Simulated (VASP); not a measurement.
The system is PdPt2.

```xyz
3
Lattice="4.0102 0.0000 0.0000 0.0000 4.0102 0.0000 0.0000 0.0000 3.4928" Properties=species:S:1:pos:R:3 pbc="T T T"
Pd    0.0000    0.0000    1.7464
Pt    0.0000    2.0051    1.7464
Pt    2.0051    0.0000    1.7464
```

```yaml
Program: VASP 6.6.1
Task: relaxation of cell and atoms
Functional: PBE
Potentials_or_basis: VASP PAW PBE potentials, release 64 (Pd, Pt)
Cutoff: 600 eV
k_mesh: 4 × 4 × 6
Occupations: gaussian, width 0.1 eV
Spin: no spin polarisation
```

At the start: pressure 111.0 GPa; volume 18.72 Å³/atom.

Problem. Where does the relaxation end?

Solution. Over 19 steps the energy falls by 3904.9 meV/atom and the volume is 22.26 Å³/atom (+18.9 %); space group P4/mmm (No. 123, to 0.05 Å).

Step by step:
| step | energy change (eV) | largest force (eV/Å) | pressure (GPa) | volume (Å³) |
| --- | --- | --- | --- | --- |
| 1 | 0.0000 | 0.0000 | 111.05 | 56.17 |
| 2 | 0.1829 | 0.0000 | -19.05 | 209.96 |
| 3 | -7.8272 | 0.0000 | -12.58 | 110.25 |
| 4 | -8.4130 | 0.0000 | -12.31 | 102.51 |
| 5 | -9.0867 | 0.0000 | 4.13 | 77.64 |
| 6 | -9.2323 | 0.0000 | -7.70 | 88.25 |
| 7 | -9.3024 | 0.0000 | -5.08 | 84.81 |
| 8 | -9.3060 | 0.0000 | -4.16 | 83.83 |
| 9 | -10.0374 | 0.0000 | -5.16 | 77.04 |
| 10 | -11.5420 | 0.0000 | 3.77 | 64.10 |
| 11 | -10.9713 | 0.0000 | 26.22 | 58.27 |
| 12 | -11.5692 | 0.0000 | 5.64 | 63.29 |
| 13 | -11.5757 | 0.0000 | 7.59 | 62.56 |
| 14 | -11.3370 | 0.0000 | 9.67 | 65.00 |
| 15 | -11.6451 | 0.0000 | 6.95 | 63.39 |
| 16 | -11.6785 | 0.0000 | -4.00 | 69.22 |
| 17 | -11.7136 | 0.0000 | 0.06 | 66.66 |
| 18 | -11.7136 | 0.0000 | 0.18 | 66.59 |
| 19 | -11.7148 | 0.0000 | 0.11 | 66.78 |

Final structure:
```
CELL_PARAMETERS angstrom
5.14976 0.00000 0.00000
0.00000 5.14976 0.00000
0.00000 0.00000 2.51796
ATOMIC_POSITIONS crystal
Pd 0.00000 0.00000 0.50000
Pt 0.00000 0.50000 0.50000
Pt 0.50000 0.00000 0.50000
```

Caveat: the k points lie up to 0.42 Å⁻¹ apart in the final cell; the volume moved by over 15 % at a fixed basis, so the end points are rough.
